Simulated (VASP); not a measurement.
# BP (flat sheet) in VASP: single point with PBE

Aim: the single point of BP (flat sheet) with PBE.

All numbers are computed with VASP 6.6.1; they aren't measurements. Logs are shortened: lines on timing, memory, paths and dates and some standing lists are left out, and cuts for length are marked.

### 1 The cell of the first run

The cell holds a wire with vacuum, 8 atoms: a = 18.300 Å, b = 9.300 Å, c = 3.214 Å, α = 90.00°, β = 90.00°, γ = 90.00°.

### 2 Single point, PBE, collinear spin

The input, INCAR:

```
PREC = Accurate
ENCUT = 520
EDIFF = 1E-7
ISMEAR = 0
SIGMA = 0.05
LREAL = False
LASPH = True
NELM = 150
ALGO = Normal
ISIF = 2
LWAVE = False
LCHARG = False
ISPIN = 2
MAGMOM = 1 0 0 -1 1 0 0 -1
LORBIT = 11
GGA = PE
NBANDS = 30
```

The input, KPOINTS:

```
Automatic mesh
0
Gamma
  1 1 17
```

The input, POSCAR:

```
BP
1.0
   18.3000000000      0.0000000000      0.0000000000
    0.0000000000      9.3000000000      0.0000000000
    0.0000000000      0.0000000000      3.2139964352
B P
4 4
Direct
    0.2972019992      0.5000000000      0.5000000000
    0.4493004998      0.5000000000      0.0000000000
    0.6013990004      0.5000000000      0.5000000000
    0.7534975010      0.5000000000      0.0000000000
    0.2465024990      0.5000000000      1.0000000000
    0.3986009996      0.5000000000      0.5000000000
    0.5506995002      0.5000000000      0.0000000000
    0.7027980008      0.5000000000      0.5000000000
```

Potentials or basis: VASP PAW PBE potentials, release 64 (B, P).

Started as:

```
> cat potpaw_PBE.64/B/POTCAR potpaw_PBE.64/P/POTCAR > POTCAR
> mpirun -np 1 vasp_std > vasp.out
```

OUTCAR:

```text
PREC = Accurate
   ENCUT = 520
   EDIFF = 1E-7
   ISMEAR = 0
   LREAL = False
   LASPH = True
   NELM = 150
   ISIF = 2
   ISPIN = 2
   LORBIT = 11
   GGA = PE

 ion  position               nearest neighbor table
   1  0.297  0.500  0.500-   5 1.86   5 1.86   6 1.86
   2  0.449  0.500  0.000-   6 1.86   6 1.86   7 1.86
   3  0.601  0.500  0.500-   7 1.86   7 1.86   8 1.86
   4  0.753  0.500  0.000-   8 1.86   8 1.86
   5  0.247  0.500  0.000-   1 1.86   1 1.86
   6  0.399  0.500  0.500-   2 1.86   2 1.86   1 1.86
   7  0.551  0.500  0.000-   3 1.86   3 1.86   2 1.86
   8  0.703  0.500  0.500-   4 1.86   4 1.86   3 1.86

  LATTYP: Found a simple orthorhombic cell.
 ALAT       =     3.2139964352
 B/A-ratio  =     2.8935937508
 C/A-ratio  =     5.6938457677

  Lattice vectors:

 A1 = (   0.0000000000,   0.0000000000,  -3.2139964352)
 A2 = (   0.0000000000,   9.3000000000,   0.0000000000)
 A3 = (  18.3000000000,   0.0000000000,   0.0000000000)

Analysis of symmetry for initial positions (statically):
=====================================================================
 Subroutine PRICEL returns:
 Original cell was already a primitive cell.

 Routine SETGRP: Setting up the symmetry group for a
 simple orthorhombic supercell.

 Subroutine GETGRP returns: Found  4 space group operations
 (whereof  4 operations were pure point group operations)
 out of a pool of  8 trial point group operations.

The static configuration has the point symmetry C_2v.

Analysis of symmetry for dynamics (positions and initial velocities):
=====================================================================
 Subroutine PRICEL returns:
 Original cell was already a primitive cell.

 Routine SETGRP: Setting up the symmetry group for a
 simple orthorhombic supercell.

 Subroutine GETGRP returns: Found  4 space group operations
 (whereof  4 operations were pure point group operations)
 out of a pool of  8 trial point group operations.

The dynamic configuration has the point symmetry C_2v.

Analysis of structural, dynamic, and magnetic symmetry:
=====================================================================
 Subroutine PRICEL returns:
 Original cell was already a primitive cell.

 Routine SETGRP: Setting up the symmetry group for a
 simple orthorhombic supercell.

[... 142 lines left out ...]

 Free energy of the ion-electron system (eV)
  ---------------------------------------------------
  ext. energy  EPLUGINS =         0.00000000
  ---------------------------------------------------
  free energy    TOTEN  =       -44.87874766 eV

  energy without entropy =      -44.87854922  energy(sigma->0) =      -44.87864844

 E-fermi :  -3.4114     XC(G=0):  -3.1831

 val. band max:       -3.4955136676   @ k =   0.0000   0.0000   0.1765
 cond. band min:      -3.3273733665   @ k =   0.0000   0.0000   0.1176
 fundamental gap:      0.1681403010
 Fermi energy:        -3.4113507020

 spin component 1

 k-point     1 :       0.0000    0.0000    0.0000
  band No.  band energies     occupation
      1     -16.6758      1.00000
      2     -15.9737      1.00000
      3     -15.0486      1.00000
      4     -14.0852      1.00000
      5     -10.6117      1.00000
      6      -8.6699      1.00000
[... 268 lines left out ...]
     27       4.0809      0.00000
     28       4.1867      0.00000
 Fermi energy:        -3.4113507020

 spin component 2

 k-point     1 :       0.0000    0.0000    0.0000
  band No.  band energies     occupation
      1     -16.7213      1.00000
      2     -16.0294      1.00000
      3     -15.1071      1.00000
      4     -14.0371      1.00000
      5     -10.7288      1.00000
      6      -8.8257      1.00000
[... 268 lines left out ...]
     27       4.0789      0.00000
     28       4.1573      0.00000
 [bands above 28 left out]

------------------------ aborting loop because EDIFF is reached ----------------------------------------

  FORCE on cell =-STRESS in cart. coord.  units (eV):
  Direction    XX          YY          ZZ          XY          YZ          ZX
  --------------------------------------------------------------------------------------
  -------------------------------------------------------------------------------------
  Total        1.8235141     -0.0006344     -2.0103491      0.0000000      0.0000000      0.0000000
  in kB        5.3412177     -0.0018582     -5.8884723      0.0000000      0.0000000      0.0000000
  external PRESSURE =      -0.1830376 kB  Pullay stress =       0.0000000 kB

 VOLUME and BASIS-vectors are now :
 -----------------------------------------------------------------------------
  energy-cutoff  :      520.00
  volume of cell :      546.99
      direct lattice vectors                 reciprocal lattice vectors
    18.300000000  0.000000000  0.000000000     0.054644809  0.000000000  0.000000000
     0.000000000  9.300000000  0.000000000     0.000000000  0.107526882  0.000000000
     0.000000000  0.000000000  3.213996435     0.000000000  0.000000000  0.311139113

 POSITION                                       TOTAL-FORCE (eV/Angst)
 -----------------------------------------------------------------------------------
      5.43880      4.65000      1.60700         0.561225      0.000000      0.000000
      8.22220      4.65000      0.00000         0.056540      0.000000      0.000000
     11.00560      4.65000      1.60700        -0.342066      0.000000      0.000000
     13.78900      4.65000      0.00000        -0.883278      0.000000      0.000000
      4.51100      4.65000      0.00000        -0.955378      0.000000      0.000000
      7.29440      4.65000      1.60700         0.225823      0.000000      0.000000
     10.07780      4.65000      0.00000         0.088361      0.000000      0.000000
     12.86120      4.65000      1.60700         1.248772      0.000000      0.000000
 -----------------------------------------------------------------------------------
    total drift:                               -0.000006      0.000000     -0.000000

  FREE ENERGIE OF THE ION-ELECTRON SYSTEM (eV)
  ---------------------------------------------------
  free  energy   TOTEN  =       -44.8787476553 eV

  energy  without entropy=      -44.8785492222  energy(sigma->0) =      -44.87864844

 total charge

# of ion       s       p       d       tot
------------------------------------------
    1        0.710   1.240   0.000   1.950
    2        0.703   1.246   0.000   1.949
    3        0.704   1.237   0.000   1.941
    4        0.716   1.024   0.000   1.740
    5        1.067   1.455   0.000   2.522
    6        1.004   1.592   0.000   2.596
    7        0.994   1.615   0.000   2.609
    8        0.992   1.611   0.000   2.603
--------------------------------------------------
tot          6.891  11.019   0.000  17.910

 magnetization (x)

# of ion       s       p       d       tot
------------------------------------------
    1        0.005   0.018   0.000   0.023
    2       -0.001   0.002   0.000   0.001
    3       -0.013  -0.035   0.000  -0.047
    4       -0.109  -0.300   0.000  -0.410
    5        0.004   0.077   0.000   0.081
    6        0.003   0.023   0.000   0.027
    7       -0.001   0.005   0.000   0.004
    8       -0.004   0.012   0.000   0.008
--------------------------------------------------
tot         -0.115  -0.198   0.000  -0.313
```

OSZICAR:

```text
N       E                     dE             d eps       ncg     rms          rms(c)
DAV:   1     0.199945046596E+03    0.19995E+03   -0.93729E+03  1080   0.728E+02
DAV:   2    -0.184519045315E+02   -0.21840E+03   -0.20721E+03  1674   0.146E+02
DAV:   3    -0.465683859316E+02   -0.28116E+02   -0.27737E+02  1432   0.584E+01
DAV:   4    -0.473067728572E+02   -0.73839E+00   -0.73542E+00  1432   0.114E+01
[... 21 lines left out ...]
DAV:  26    -0.448787450373E+02   -0.57666E-05   -0.49082E-07  1166   0.131E-03    0.222E-04
DAV:  27    -0.448787466434E+02   -0.16061E-05   -0.80886E-08  1164   0.617E-04    0.170E-04
DAV:  28    -0.448787475048E+02   -0.86147E-06   -0.48606E-08  1134   0.470E-04    0.654E-05
DAV:  29    -0.448787476414E+02   -0.13658E-06   -0.87997E-09  1068   0.295E-04    0.359E-05
DAV:  30    -0.448787476553E+02   -0.13908E-07   -0.15546E-09  1086   0.127E-04
   1 F= -.44878748E+02 E0= -.44878648E+02  d E =-.198433E-03  mag=    -0.7059
```

stdout:

```text
POSCAR found type information on POSCAR B P
 POSCAR found :  2 types and       8 ions
 scaLAPACK will be used
 LDA part: xc-table for (Slater+PW92), standard interpolation
 POSCAR, INCAR and KPOINTS ok, starting setup
 FFT: planning ... GRIDC
 FFT: planning ... GRID_SOFT
 FFT: planning ... GRID
 WAVECAR not read
 entering main loop
```

It took 4.7 min on 1 thread of Intel Xeon 6975P-C (Granite Rapids), shared host; peak memory 0.8 GiB.

Results:

| Quantity | Value |
| --- | --- |
| Free energy | -44.8787 eV |
| Largest force | 1.249 eV/Å |
| Net moment | -0.71 μB per cell |
| Site moments | B +0.02, +0.00, -0.05, -0.41; P +0.08, +0.03, +0.00, +0.01 μB |
| Valence electrons inside the program's atomic spheres | B 1.95, 1.94, 1.74; P 2.52, 2.60, 2.61 |

Forces in eV/Å, atoms in the order of the input:
```
B    0.561  0.000  0.000
B    0.057  0.000  0.000
B   -0.342  0.000  0.000
B   -0.883  0.000  0.000
P   -0.955  0.000  0.000
P    0.226  0.000  0.000
P    0.088  0.000  0.000
P    1.249  0.000  0.000
```
